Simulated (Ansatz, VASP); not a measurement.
**One calculation of HfZrS3, two programs**

```
Zr Hf S
1.0
     3.48378    2.01136    3.21386
    -3.48378    2.01136    3.21386
     0.00000   -4.02272    3.21386
Zr Hf S
1 1 3
Direct
  0.55718 0.55718 0.55718
  0.85708 0.85708 0.85708
  0.55365 0.55365 0.05644
  0.55365 0.05644 0.55365
  0.05644 0.55365 0.55365
```

Change from the starting cell: species swapped into the CsHgCl3 type (R3m, No. 160).

Alike in both runs: task single point; functional PBE; k mesh 3 × 3 × 3; occupations gaussian, width 0.1 eV; collinear spin.

```csv
,VASP,Ansatz
version,VASP 6.6.1,Ansatz 0.2.0
potentials or method,"VASP PAW PBE potentials, release 64 (Zr_sv, Hf_pv, S), cutoff 520 eV","scalar-relativistic, plane waves, PAW"
valence electrons in the cell,40,56
```

```tsv
	VASP	Ansatz	Ansatz less VASP
gap on the k mesh at the Fermi level (eV)	none	none	-
pressure (GPa)	-0.1	0.1	+0.22
traceless stress, the component that is largest in VASP (GPa)	-0.11	-0.07	+0.038
rms of the force components (eV/Å)	0.047	0.035	-0.0127
net moment per atom (μB)	0.01	0.01	+0.001
```

Atom by atom the forces differ by 0.037 eV/Å (rms over components). A gap of «none» marks a metal or a gap that the smearing closes. With one functional, cell and mesh, what is left measures potentials, basis and numerics. VASP's potentials hold 40 valence electrons a cell and Ansatz's 56, so a difference there can come from the potentials and not from the codes. Ansatz's warnings: seeded moment not kept.

The k mesh is coarse, so the values compare programs but aren't converged. Neither program's run includes spin-orbit coupling.
